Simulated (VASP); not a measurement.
CoSn, 6 atoms in the cell. It takes space group P6/mmm (No. 191, hexagonal). The conventional cell has a = 5.243 Å, b = 5.243 Å, c = 4.188 Å, α = 90.00°, β = 90.00°, γ = 120.00°. Co (site symmetry mmm) has 6 Sn at 2.58 to 2.62 Å and 4 Co at 2.62 Å within 3.4 Å. Within 3.4 Å of Sn (site symmetry -6m2) lie 6 Co at 2.58 Å and 3 Sn at 3.03 Å. Within 3.5 Å of Sn (site symmetry 6/mmm) lie 6 Co at 2.62 Å. 

* Program: VASP 6.6.1
* Task: single point
* Functional: PBE
* Potentials or basis: VASP PAW PBE potentials, release 64 (Co, Sn_d)
* Cutoff: 600 eV
* k mesh: 12 × 12 × 8
* Occupations: gaussian, width 0.1 eV
* Spin: no spin polarisation
* Dipole correction: no
* Further INCAR settings: ALGO = Normal; EDIFF = 1e-06; NBANDS = 44

Potentials or basis: VASP PAW PBE potentials, release 64 (Co, Sn_d).

Run with:

```console
$ cat potpaw_PBE.64/Co/POTCAR potpaw_PBE.64/Sn_d/POTCAR > POTCAR
$ mpirun -np 1 vasp_std > vasp.out
```

Hardware: 1 thread of Intel(R) Xeon(R) 6975P-C (Granite Rapids), with other jobs on the host.

Problem. Estimate the wall time of this run.

Solution. Run time: 3.7 min on 1 thread of Intel(R) Xeon(R) 6975P-C (Granite Rapids) (shared host), peak memory 0.52 GiB. Counts: scf iterations 14, k points 95.
